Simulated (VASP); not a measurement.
Input of a VASP 6.6.1 run:

POSCAR

```
Sn
1.0
    0.0000000000      3.2456000000      3.2456000000
    3.2456000000      0.0000000000      3.2456000000
    3.2456000000      3.2456000000      0.0000000000
Sn
2
Direct
    0.5000000000      0.5000000000      0.5000000000
    0.7500000000      0.7500000000      0.7500000000
```

Contents of INCAR.step1:

```
SYSTEM = Sn
PREC = Accurate
ENCUT = 520
ISMEAR = -1
SIGMA = 0.05
LREAL = .False.
LASPH = .True.
NELM = 80
NBANDS = 21
GGA = PE
ALGO = Normal
EDIFF = 1E-4
LWAVE = .True.
LCHARG = .False.
```

The input INCAR.step2:

```
SYSTEM = Sn
PREC = Accurate
ENCUT = 520
EDIFF = 1E-8
ISMEAR = -1
SIGMA = 0.05
LREAL = .False.
LASPH = .True.
NELM = 80
ALGO = Normal
ISIF = 2
LWAVE = .False.
LCHARG = .False.
METAGGA = R2SCAN
LMIXTAU = .True.
LEFG = .True.
NBANDS = 21
ISTART = 1
```

File KPOINTS:

```
Automatic mesh
0
Gamma
  11 11 11
  0 0 0
```

Potentials or basis: VASP PAW PBE potentials, release 64 (Sn_d).

The run is started by

```bash
$ cat potpaw_PBE.64/Sn_d/POTCAR > POTCAR
$ cp INCAR.step1 INCAR
$ mpirun -np 1 vasp_std > vasp.out
$ cp INCAR.step2 INCAR
$ mpirun -np 1 vasp_std > vasp.out
```

Task: Predict the pressure.

Result: 1.6 GPa.

Task: Estimate the band gap on the k mesh.

Result: Zero (filled and empty bands touch).

Caveat: without QUAD_EFG the Cq values of the log hold for a quadrupole moment of 1 mb, not for the nuclei; the PAW data sets were made with another functional, which shifts forces and pressure a little; spin-orbit coupling is left out, which moves the levels of the heavy elements.
